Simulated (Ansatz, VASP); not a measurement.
# Two plane-wave programs on ZnSe

POSCAR

```
ZnSe
1.0
    0.0000000000      2.3204156273      2.3204156273
    2.3204156273      0.0000000000      2.3204156273
    2.3204156273      2.3204156273      0.0000000000
Zn Se
1 1
Direct
    0.0000000000      0.0000000000      0.0000000000
    0.2500000000      0.2500000000      0.2500000000
```

INCAR.step1

```
ALGO     = Normal         # electronic algorithm
EDIFF    = 1E-4           # SCF threshold, eV
ENCUT    = 520            # plane-wave cutoff, eV
GGA      = PE             # functional
ISMEAR   = -1             # smearing method
LASPH    = True           # aspherical terms in the spheres
LCHARG   = False          # write CHGCAR
LREAL    = False          # projectors in reciprocal space
LWAVE    = True           # write WAVECAR
NBANDS   = 16             # bands
NELM     = 60             # most SCF steps
PREC     = Accurate       # precision mode
SIGMA    = 0.05           # smearing width, eV
```

INCAR.step2

```
ALGO     = Normal         # electronic algorithm
EDIFF    = 1E-6           # SCF threshold, eV
ENCUT    = 520            # plane-wave cutoff, eV
ISIF     = 2              # what is computed and relaxed
ISMEAR   = -1             # smearing method
ISTART   = 1            
LASPH    = True           # aspherical terms in the spheres
LCHARG   = False          # write CHGCAR
LMIXTAU  = True         
LREAL    = False          # projectors in reciprocal space
LWAVE    = False          # write WAVECAR
METAGGA  = R2SCAN         # meta-GGA
NBANDS   = 16             # bands
NELM     = 60             # most SCF steps
PREC     = Accurate       # precision mode
SIGMA    = 0.05           # smearing width, eV
```

KPOINTS

```
k-points
0
Gamma
  11 11 11
```

Input for Ansatz:

```yaml
crystal:
  lattice:
    - [0.0, 2.3204156273, 2.3204156273]
    - [2.3204156273, 0.0, 2.3204156273]
    - [2.3204156273, 2.3204156273, 0.0]
  atoms:
    - { symbol: Zn, position: [0.0, 0.0, 0.0] }
    - { symbol: Se, position: [0.25, 0.25, 0.25] }
kpoints:
  mp_grid: { grid: [11, 11, 11] }
  band_path:
    path:
      - [0.0, 0.0, 0.0]
      - [-0.5, -0.5, 0.0]
      - [-0.375, -0.375, 0.25]
      - [-0.375, 0.0, 0.375]
      - [0.0, 0.0, 0.0]
      - [0.0, 0.0, 0.5]
      - [-0.5, -0.25, 0.25]
      - [-0.5, -0.5, 0.0]
    npoints: 8
scf:
  occupations: { method: fermi_dirac, width: 0.05 }
hamiltonian:
  xc: r2scan
  pseudopotentials: { kind: paw }
output:
  forces: true
  stress: true
  eigenvalues: true
  populations: true
  dos: { projected: true, de: 0.2, e_range: [-14, 8] }
  write_density: true
  write_potential: true
  elf: true
  volumetric_format: npy
```

Change from the starting cell: volume scaled by 0.55, PAW files.

Alike in both runs: task single point; functional r2SCAN; k mesh 11 × 11 × 11; occupations fermi-dirac, width 0.05 eV; no spin polarisation.

|  | VASP | Ansatz |
| --- | --- | --- |
| version | VASP 6.6.1 | Ansatz 0.2.0 |
| potentials or method | VASP PAW PBE potentials, release 64 (Zn, Se) | PAW with Ansatz's default frozen-core files, scalar-relativistic |
| plane-wave cutoff (eV) | 520 | 500 |
| valence electrons in the cell | 18 | 28 |

Ansatz gave:

- pressure (GPa): 147.8

Task: Estimate VASP's values.

Result: Pressure (GPa): 150.4.

VASP's potentials were made for PBE, not for r2SCAN. Both programs put the cell under a high pressure, so it lies far from rest at this level. VASP's potentials hold 18 valence electrons a cell and Ansatz's 28, so a difference there can come from the potentials and not from the codes.

Noted on VASP's run: the cell as given lies far from equilibrium.
